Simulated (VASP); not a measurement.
# ScRu3 (P6/mmm) in VASP: single point with PBE

Aim: the single point of ScRu3 with PBE.

Everything below comes from runs of VASP 6.6.1. Logs are shortened: lines on timing, memory, paths and dates and some standing lists are left out, and cuts for length are marked.

## (1) The cell of the first run

It takes space group P6/mmm (No. 191, hexagonal). The conventional cell has a = 5.107 Å, b = 5.107 Å, c = 2.845 Å, α = 90.00°, β = 90.00°, γ = 120.00°. Sc (site symmetry 6/mmm) has 2 Sc at 2.84 Å and 12 Ru at 2.92 Å within 3.7 Å. Ru (site symmetry mmm) has 6 Ru at 2.55 to 2.84 Å and 4 Sc at 2.92 Å within 3.4 Å.

The cell was generated, and may not be a known phase.

## (2) Single point, PBE, collinear spin, ferromagnetic start

Input file INCAR:

```
PREC = Accurate ; ENCUT = 500
EDIFF = 1E-6 ; ISMEAR = 0
SIGMA = 0.1 ; LREAL = False
LASPH = True ; NELM = 200
ALGO = Normal ; ISIF = 2
LWAVE = False ; LCHARG = False
ISPIN = 2 ; MAGMOM = 1 1 1 1
LORBIT = 11 ; LMAXMIX = 4
GGA = PE ; NBANDS = 38
GGA_COMPAT = False
```

Input file KPOINTS:

```
Automatic mesh
0
Gamma
  6 6 6
```

Input file POSCAR:

```
ScRu3
1.0
    5.1067594298      0.0000000000      0.0000000000
   -2.5533797149      4.4225833972      0.0000000000
    0.0000000000      0.0000000000      2.8449116704
Sc Ru
1 3
Direct
    0.0000000000      0.0000000000      0.5000000000
    0.5000000000      0.0000000000      0.0000000000
    0.0000000000      0.5000000000      0.0000000000
    0.5000000000      0.5000000000      0.0000000000
```

Potentials or basis: VASP PAW PBE potentials, release 64 (Sc_sv, Ru_pv).

On the command line:

```console
$ cat potpaw_PBE.64/Sc_sv/POTCAR potpaw_PBE.64/Ru_pv/POTCAR > POTCAR
$ mpirun -np 1 vasp_std > vasp.out
```

OUTCAR:

```text
PREC = Accurate
   ENCUT = 500
   EDIFF = 1E-6
   ISMEAR = 0
   LREAL = False
   LASPH = True
   NELM = 200
   ISIF = 2
   ISPIN = 2
   LORBIT = 11
   GGA = PE

 ion  position               nearest neighbor table
   1  0.000  0.000  0.500-   3 2.92   4 2.92   3 2.92   4 2.92   3 2.92   3 2.92   4 2.92   4 2.92
                             2 2.92   2 2.92   2 2.92   2 2.92
   2  0.500  0.000  0.000-   3 2.55   4 2.55   4 2.55   3 2.55   1 2.92   1 2.92   1 2.92   1 2.92

   3  0.000  0.500  0.000-   2 2.55   2 2.55   4 2.55   4 2.55   1 2.92   1 2.92   1 2.92   1 2.92

   4  0.500  0.500  0.000-   2 2.55   2 2.55   3 2.55   3 2.55   1 2.92   1 2.92   1 2.92   1 2.92

  LATTYP: Found a hexagonal cell.
 ALAT       =     5.1067594298
 C/A-ratio  =     0.5570874660

  Lattice vectors:

 A1 = (   5.1067594298,   0.0000000000,   0.0000000000)
 A2 = (  -2.5533797149,   4.4225833972,   0.0000000000)
 A3 = (   0.0000000000,   0.0000000000,   2.8449116704)

Analysis of symmetry for initial positions (statically):
=====================================================================
 Subroutine PRICEL returns:
 Original cell was already a primitive cell.

 Routine SETGRP: Setting up the symmetry group for a
 hexagonal supercell.

 Subroutine GETGRP returns: Found 24 space group operations
 (whereof 24 operations were pure point group operations)
 out of a pool of 24 trial point group operations.

The static configuration has the point symmetry D_6h.

Analysis of symmetry for dynamics (positions and initial velocities):
=====================================================================
 Subroutine PRICEL returns:
 Original cell was already a primitive cell.

 Routine SETGRP: Setting up the symmetry group for a
 hexagonal supercell.

 Subroutine GETGRP returns: Found 24 space group operations
 (whereof 24 operations were pure point group operations)
 out of a pool of 24 trial point group operations.

The dynamic configuration has the point symmetry D_6h.

Analysis of structural, dynamic, and magnetic symmetry:
=====================================================================
 Subroutine PRICEL returns:
 Original cell was already a primitive cell.

 Routine SETGRP: Setting up the symmetry group for a
 hexagonal supercell.

 Subroutine GETGRP returns: Found 24 space group operations
 (whereof 24 operations were pure point group operations)
 out of a pool of 24 trial point group operations.

The overall configuration has the point symmetry D_6h.

 Subroutine INISYM returns: Found 24 space group operations
 (whereof 24 operations are pure point group operations),
 and found     1 'primitive' translations

----------------------------------------------------------------------------------------

                                     Primitive cell

  volume of cell :      64.2525

  direct lattice vectors                    reciprocal lattice vectors
     5.106759430  0.000000000  0.000000000     0.195818897  0.113056093  0.000000000
    -2.553379715  4.422583397  0.000000000     0.000000000  0.226112186  0.000000000
     0.000000000  0.000000000  2.844911670     0.000000000  0.000000000  0.351504762

  length of vectors
     5.106759430  5.106759430  2.844911670     0.226112186  0.226112186  0.351504762

  position of ions in fractional coordinates (direct lattice)
     0.000000000  0.000000000  0.500000000
     0.500000000  0.000000000  0.000000000
     0.000000000  0.500000000  0.000000000
     0.500000000  0.500000000  0.000000000

  ion indices of the primitive-cell ions
   primitive index   ion index
                 1           1
                 2           2
                 3           3
                 4           4

----------------------------------------------------------------------------------------

 KPOINTS: Automatic mesh

Automatic generation of k-mesh.
 Grid dimensions read from file:
 generate k-points for:    6    6    6

 Generating k-lattice:

  Cartesian coordinates                     Fractional coordinates (reciprocal lattice)
     0.032636483  0.018842682  0.000000000     0.166666667  0.000000000  0.000000000
     0.000000000  0.037685364  0.000000000     0.000000000  0.166666667  0.000000000
     0.000000000  0.000000000  0.058584127     0.000000000  0.000000000  0.166666667

  Length of vectors
     0.037685364  0.037685364  0.058584127

  Shift w.r.t. Gamma in fractional coordinates (k-lattice)
     0.000000000  0.000000000  0.000000000

 Subroutine IBZKPT returns following result:
 ===========================================

 Found     28 irreducible k-points:

 Following reciprocal coordinates:
            Coordinates               Weight
  0.000000  0.000000  0.000000      1.000000
  0.166667 -0.000000  0.000000      6.000000
  0.333333  0.000000  0.000000      6.000000
  0.500000  0.000000  0.000000      3.000000
  0.166667  0.166667  0.000000      6.000000
  0.333333  0.166667  0.000000     12.000000
[... 16 lines left out ...]
  0.166667 -0.000000  0.500000      6.000000
  0.333333  0.000000  0.500000      6.000000
 [... further k-points ...]
   k-points           NKPTS =     28   k-points in BZ     NKDIM =     28   number of bands    NBANDS=     38
   number of dos      NEDOS =    301   number of ions     NIONS =      4
   total plane-waves  NPLWV =  38400
   dimension x,y,z NGX =    40 NGY =   40 NGZ =   24
   dimension x,y,z NGXF=    80 NGYF=   80 NGZF=   48
   ions per type =               1   3
   NGX,Y,Z   is equivalent  to a cutoff of  13.02, 13.02, 14.02 a.u.
   NGXF,Y,Z  is equivalent  to a cutoff of  26.04, 26.04, 28.05 a.u.
 SYSTEM =  unknown system
   PREC   = accura    normal or accurate (medium, high low for compatibility)
   ISTART =      0    job   : 0-new  1-cont  2-samecut
   ICHARG =      2    charge: 1-file 2-atom 10-const
   ISPIN  =      2    spin polarized calculation?
   LNONCOLLINEAR =      F non collinear calculations
   LSORBIT =      F    spin-orbit coupling
   LASPH  =      T    aspherical Exc in radial PAW
   ENCUT  =  500.0 eV  36.75 Ry    6.06 a.u.   9.31  9.31  5.19*2*pi/ulx,y,z
   NELM   =    200;   NELMIN=  2; NELMDL= -5     # of ELM steps
   EDIFF  = 0.1E-05   stopping-criterion for ELM
   LREAL  =      F    real-space projection
   EDIFFG = 0.1E-04   stopping-criterion for IOM
   NSW    =      0    number of steps for IOM
   IBRION =     -1    ionic relax: 0-MD 1-quasi-New 2-CG
   NFREE  =      0    steps in history (QN), initial steepest desc. (CG)
   ISIF   =      2    stress and relaxation
   ISYM   =      2    0-nonsym 1-usesym 2-fastsym
   POTIM  = 0.5000    time-step for ionic-motion
   TEBEG  =    0.0;   TEEND  =   0.0 temperature during run
   PSTRESS=    0.0 pullay stress
   NELECT =      53.0000    total number of electrons
   NUPDOWN=      -1.0000    fix difference up-down
   EMIN   =  10.00;   EMAX   =-10.00  energy-range for DOS
   EFERMI =   0.00;   METHOD = LEGACY
   ISMEAR =     0;   SIGMA  =   0.10  broadening in eV -4-tet -1-fermi 0-gaus
   EFERMI_NEDOS =   21; number of points for ismear=-14 and -15
   IALGO  =     38    algorithm
   IMIX   =      4    mixing-type and parameters
     AMIX     =   0.40;   BMIX     =  1.00
     AMIX_MAG =   1.60;   BMIX_MAG =  1.00
  volume/ion in A,a.u.               =      16.06       108.40
  Fermi-wavevector in a.u.,A,eV,Ry     =   1.535336  2.901364 32.072416  2.357256
  Thomas-Fermi vector in A             =   2.642139
   LORBIT       =     11    0 simple, 1 ext, 2 COOP (PROOUT), +10 PAW based schemes
   GGA     = PE    functional components
   LHFCALC =     F    Hartree Fock is set to
   AEXX    =    0.0000 exact exchange contribution
   IVDW    =     0    specifies the selected vdW correction
   LEPSILON=     F    determine dielectric tensor
   LRPA    =     F    only Hartree local field effects (RPA)
 spin polarized calculation
 Gauss-broadening in eV      SIGMA  =   0.10
  energy-cutoff  :      500.00
  volume of cell :       64.25
 maximum number of plane-waves:      1642
 NGX is ok and might be reduce to    40
   NGX = 19   NGY = 19   NGZ = 11

 number of electron      52.9999996 magnetization       0.0013537

 Free energy of the ion-electron system (eV)
  ---------------------------------------------------
  ext. energy  EPLUGINS =         0.00000000
  ---------------------------------------------------
  free energy    TOTEN  =       -32.92707909 eV

  energy without entropy =      -32.90062393  energy(sigma->0) =      -32.91385151

 E-fermi :   9.3846     XC(G=0): -12.6837

 val. band max:        9.3810268703   @ k =   0.5000   0.0000   0.3333
 cond. band min:       9.3948366223   @ k =   0.0000   0.0000   0.5000
 fundamental gap:      0.0138097520
 Fermi energy:         9.3846005508

 spin component 1

 k-point     1 :       0.0000    0.0000    0.0000
  band No.  band energies     occupation
      1     -39.6786      1.00000
      2     -34.0902      1.00000
      3     -33.5353      1.00000
      4     -33.5353      1.00000
      5     -33.1685      1.00000
      6     -33.0385      1.00000
[... 30 lines left out ...]
     37      13.7415      0.00000
     38      19.2307      0.00000
[... 941 lines left out ...]
     37      16.4389      0.00000
     38      16.4627      0.00000

 [... further k-points ...]

 spin component 2

 k-point     1 :       0.0000    0.0000    0.0000
  band No.  band energies     occupation
      1     -39.6788      1.00000
      2     -34.0898      1.00000
      3     -33.5350      1.00000
      4     -33.5350      1.00000
      5     -33.1680      1.00000
      6     -33.0381      1.00000
[... 30 lines left out ...]
     37      13.7413      0.00000
     38      19.2309      0.00000
[... 941 lines left out ...]
     37      16.4391      0.00000
     38      16.4629      0.00000

 [... further k-points ...]

------------------------ aborting loop because EDIFF is reached ----------------------------------------

  FORCE on cell =-STRESS in cart. coord.  units (eV):
  Direction    XX          YY          ZZ          XY          YZ          ZX
  --------------------------------------------------------------------------------------
  -------------------------------------------------------------------------------------
  Total        0.1020210      0.1020210      0.1639972     -0.0000000      0.0000000      0.0000000
  in kB        2.5439580      2.5439580      4.0893730     -0.0000000      0.0000000      0.0000000
  external PRESSURE =       3.0590963 kB  Pullay stress =       0.0000000 kB

 VOLUME and BASIS-vectors are now :
 -----------------------------------------------------------------------------
  energy-cutoff  :      500.00
  volume of cell :       64.25
      direct lattice vectors                 reciprocal lattice vectors
     5.106759430  0.000000000  0.000000000     0.195818897  0.113056093  0.000000000
    -2.553379715  4.422583397  0.000000000     0.000000000  0.226112186  0.000000000
     0.000000000  0.000000000  2.844911670     0.000000000  0.000000000  0.351504762

 POSITION                                       TOTAL-FORCE (eV/Angst)
 -----------------------------------------------------------------------------------
      0.00000      0.00000      1.42246         0.000000      0.000000      0.000000
      2.55338      0.00000      0.00000         0.000000      0.000000      0.000000
     -1.27669      2.21129      0.00000         0.000000      0.000000      0.000000
      1.27669      2.21129      0.00000        -0.000000      0.000000      0.000000
 -----------------------------------------------------------------------------------
    total drift:                               -0.000000      0.000000     -0.000000

  FREE ENERGIE OF THE ION-ELECTRON SYSTEM (eV)
  ---------------------------------------------------
  free  energy   TOTEN  =       -32.9270790946 eV

  energy  without entropy=      -32.9006239252  energy(sigma->0) =      -32.91385151

 total charge

# of ion       s       p       d       tot
------------------------------------------
    1        2.260   6.199   1.117   9.576
    2        0.405   6.212   6.016  12.634
    3        0.405   6.212   6.016  12.634
    4        0.405   6.212   6.016  12.634
--------------------------------------------------
tot          3.475  24.836  19.166  47.478

 magnetization (x)

# of ion       s       p       d       tot
------------------------------------------
    1       -0.000  -0.000  -0.000  -0.000
    2        0.000   0.000   0.000   0.000
    3        0.000   0.000   0.000   0.000
    4        0.000   0.000   0.000   0.000
--------------------------------------------------
tot          0.000  -0.000   0.001   0.001
```

Run time: 4.5 min. Hardware: 1 thread of Intel Xeon 8259CL, shared host; peak memory 0.27 GiB.

Results:

| Item | Value |
| --- | --- |
| Free energy | -32.9271 eV |
| Pressure | 0.3 GPa |
| Net moment | 0.00 μB per cell |
| Valence electrons inside the program's atomic spheres | Sc 9.58; Ru 12.63 |

Stress tensor (GPa, compression positive):
```
0.25 0.00 0.00
0.00 0.25 0.00
0.00 0.00 0.41
```

Caveat: the k points lie up to 0.37 Å⁻¹ apart.
